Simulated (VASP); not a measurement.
Set up this calculation in VASP 6.6.1, as the native input.

* Task: single point
* Functional: r2SCAN
* Potentials or basis: VASP PAW PBE potentials, release 64 (W_sv, C)
* Cutoff: 520 eV
* k mesh: 11 × 11 × 11
* Occupations: methfessel-paxton, width 0.05 eV
* Spin: no spin polarisation
* Dipole correction: no
* Further INCAR settings: ALGO = Normal; EDIFF = 1e-06; NBANDS = 16

WC:

```
W C
1.0
     0.00000    2.18247    2.18247
     2.18247    0.00000    2.18247
     2.18247    2.18247    0.00000
W C
1 1
Direct
  0.00000 0.00000 0.00000
  0.50000 0.50000 0.50000
```

The input as run:

POSCAR

```
WC
1.0
    0.0000000000      2.1824748851      2.1824748851
    2.1824748851      0.0000000000      2.1824748851
    2.1824748851      2.1824748851      0.0000000000
W C
1 1
Direct
    0.0000000000      0.0000000000      0.0000000000
    0.5000000000      0.5000000000      0.5000000000
```

INCAR.step1

```
PREC = Accurate
ENCUT = 520
ISMEAR = 1
SIGMA = 0.05
LREAL = F
LASPH = T
NELM = 60
NBANDS = 16
GGA = PE
ALGO = Normal
EDIFF = 1E-4
LWAVE = T
LCHARG = F
```

INCAR.step2

```
PREC = Accurate
ENCUT = 520
EDIFF = 1E-6
ISMEAR = 1
SIGMA = 0.05
LREAL = F
LASPH = T
NELM = 60
ALGO = Normal
ISIF = 2
LWAVE = F
LCHARG = F
METAGGA = R2SCAN
LMIXTAU = T
NBANDS = 16
ISTART = 1
```

KPOINTS

```
Automatic mesh
0
Gamma
  11 11 11
```

Potentials or basis: VASP PAW PBE potentials, release 64 (W_sv, C).

Run with:

```console
$ cat potpaw_PBE.64/W_sv/POTCAR potpaw_PBE.64/C/POTCAR > POTCAR
$ cp INCAR.step1 INCAR
$ mpirun -np 1 vasp_std > vasp.out
$ cp INCAR.step2 INCAR
$ mpirun -np 1 vasp_std > vasp.out
```

It gave:

- Pressure: 1.7 GPa
- Band gap on the k mesh: zero (band 9 reaches 13.63 eV, above the bottom of band 10 at 10.35 eV)

Caveat: the PAW data sets were made with another functional, which shifts forces and pressure a little; spin-orbit coupling is left out, which moves the levels of the heavy elements.

Run time: 82 s on 1 thread of AMD EPYC 7R43 64-Core Processor (Zen 3), on a shared host, peak memory 0.12 GiB.
